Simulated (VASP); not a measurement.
Wanted: the native input for a VASP 6.6.1 run.

* Task: single point
* Functional: PBE
* Potentials or basis: VASP PAW PBE potentials, release 64 (Au)
* Cutoff: 500 eV
* k mesh: 12 × 12 × 12
* Occupations: gaussian, width 0.1 eV
* Spin: no spin polarisation
* Dipole correction: no
* Further INCAR settings: ALGO = Normal; EDIFF = 1e-06; NBANDS = 12

The structure of Au lies in POSCAR:

```
Au
1.0
    2.7481730215      0.0000000000      0.0000000000
    0.0000000000      2.7481730215      0.0000000000
    0.0000000000      0.0000000000      2.7481730215
Au
1
Direct
    0.0000000000      0.0000000000      0.0000000000
```

These files were run (other wordings do the same):

INCAR

```
PREC = Accurate ; ENCUT = 500
EDIFF = 1E-6 ; ISMEAR = 0
SIGMA = 0.1 ; LREAL = F
LASPH = T ; NELM = 120
ALGO = Normal ; ISIF = 2
LWAVE = F ; LCHARG = T
GGA = PE ; LELF = T
LVHAR = T ; NBANDS = 12
GGA_COMPAT = F
```

KPOINTS

```
regular mesh
0
Gamma
  12 12 12
```

Potentials or basis: VASP PAW PBE potentials, release 64 (Au).

The run is started by

```console
$ cat potpaw_PBE.64/Au/POTCAR > POTCAR
$ mpirun -np 1 vasp_std > vasp.out
```

It gave:

| Property | Result |
| --- | --- |
| Pressure | -0.2 GPa |

Wall time 29 s on 1 thread of AMD EPYC 7R43 64-Core Processor (Zen 3), with other jobs on the host, peak memory 0.1 GiB.
